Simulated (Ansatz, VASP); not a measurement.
## One calculation of CdS, two programs

```
CELL_PARAMETERS angstrom
4.19097 0.00000 0.00000
-2.09548 3.62949 0.00000
0.00000 0.00000 10.26358
ATOMIC_POSITIONS crystal
Cd 0.00000 0.00000 0.00006
Cd 0.33333 0.66667 0.33339
Cd 0.66667 0.33333 0.66672
S 0.00000 0.00000 0.24994
S 0.33333 0.66667 0.58328
S 0.66667 0.33333 0.91661
```

Alike in both runs: functional PBE; k mesh 12 × 12 × 3; occupations gaussian, width 0.02 eV; no spin polarisation.

Ansatz relaxed the structure, and its values are those at the end. VASP's run is a single point on that final structure, the one shown.

|  | VASP | Ansatz |
| --- | --- | --- |
| version | VASP 6.6.1 | Ansatz 0.2.0 |
| potentials or method | VASP PAW PBE potentials, release 64 (Cd, S), cutoff 520 eV | scalar-relativistic, plane waves, PAW |
| valence electrons in the cell | 54 | 78 |

Ansatz gave:

```
gap on the k mesh at the Fermi level (eV) : 1.04
least direct gap on the mesh (eV)         : 1.04
pressure (GPa)                            : 0.0
rms of the force components (eV/Å)        : 0.004
```

Which values does VASP return?

gap on the k mesh at the Fermi level (eV): 1.04; least direct gap on the mesh (eV): 1.04; pressure (GPa): 0.3; rms of the force components (eV/Å): 0.004.

VASP's potentials hold 54 valence electrons a cell and Ansatz's 78, so a difference there can come from the potentials and not from the codes.
